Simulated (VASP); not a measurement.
Input of a VASP 6.6.1 run:

File INCAR:

```
ALGO     = Normal         # electronic algorithm
EDIFF    = 1E-6           # SCF threshold, eV
ENCUT    = 520            # plane-wave cutoff, eV
GGA      = PE             # functional
ISIF     = 2              # what is computed and relaxed
ISMEAR   = 0              # smearing method
LASPH    = True           # aspherical terms in the spheres
LCHARG   = False          # write CHGCAR
LREAL    = False          # projectors in reciprocal space
LWAVE    = False          # write WAVECAR
NBANDS   = 46             # bands
NELM     = 80             # most SCF steps
PREC     = Accurate       # precision mode
SIGMA    = 0.1            # smearing width, eV
```

File KPOINTS:

```
k-points
0
Gamma
  6 6 6
```

File POSCAR:

```
Al2Ga3As5
1.0
   -1.9391340000      1.9391340000     13.7117480400
    1.9391340000     -1.9391340000     13.7117480400
    1.9391340000      1.9391340000    -13.7117480400
Al Ga As
2 3 5
Direct
    0.9000000000      0.9000000000      0.0000000000
    0.1000000000      0.1000000000      0.0000000000
    0.5000000000      0.5000000000      0.0000000000
    0.7000000000      0.7000000000      0.0000000000
    0.3000000000      0.3000000000      0.0000000000
    0.4500000000      0.9500000000      0.5000000000
    0.0500000000      0.5500000000      0.5000000000
    0.6500000000      0.1500000000      0.5000000000
    0.2500000000      0.7500000000      0.5000000000
    0.8500000000      0.3500000000      0.5000000000
```

Potentials or basis: VASP PAW PBE potentials, release 64 (Al, Ga_d, As).

Run with:

```console
$ cat potpaw_PBE.64/Al/POTCAR potpaw_PBE.64/Ga_d/POTCAR potpaw_PBE.64/As/POTCAR > POTCAR
$ mpirun -np 1 vasp_std > vasp.out
```

Problem. Estimate the band gap on the k mesh.

Solution. 1.24 eV (least direct gap 1.34 eV).

Problem. Predict the pressure.

Solution. 12.0 GPa.

Problem. Estimate the largest force.

Solution. 0.108 eV/Å.

Stress tensor (GPa, compression positive):
```
12.07  0.00  0.00
 0.00 12.07  0.00
 0.00  0.00 11.82
```

Caveat: the cell stands under pressure. A k mesh can miss the band edges.
